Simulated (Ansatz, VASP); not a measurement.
Cu in VASP and in Ansatz

```xyz
1
Lattice="-1.4451 1.4451 1.3600 1.4451 -1.4451 1.3600 1.4451 1.4451 -1.3600" Properties=species:S:1:pos:R:3 pbc="T T T"
Cu    0.0000    0.0000    0.0000
```

Alike in both runs: functional PBEsol; k mesh 20 × 20 × 20; occupations gaussian, width 0.1 eV; no spin polarisation.

Ansatz relaxed the structure, and its values are those at the end. VASP's run is a single point on that final structure, the one shown.

|  | VASP | Ansatz |
| --- | --- | --- |
| version | VASP 6.6.1 | Ansatz 0.2.0 |
| potentials or method | VASP PAW PBE potentials, release 64 (Cu_sv_GW), cutoff 820 eV | scalar-relativistic, plane waves, PAW |
| valence electrons in the cell | 19 | 19 |

|  | VASP | Ansatz | Ansatz less VASP |
| --- | --- | --- | --- |
| gap on the k mesh at the Fermi level (eV) | none | none | - |
| pressure (GPa) | -0.8 | 0.0 | +0.82 |

VASP's potentials were made for PBE, not for PBEsol. A gap of «none» marks a metal or a gap that the smearing closes.
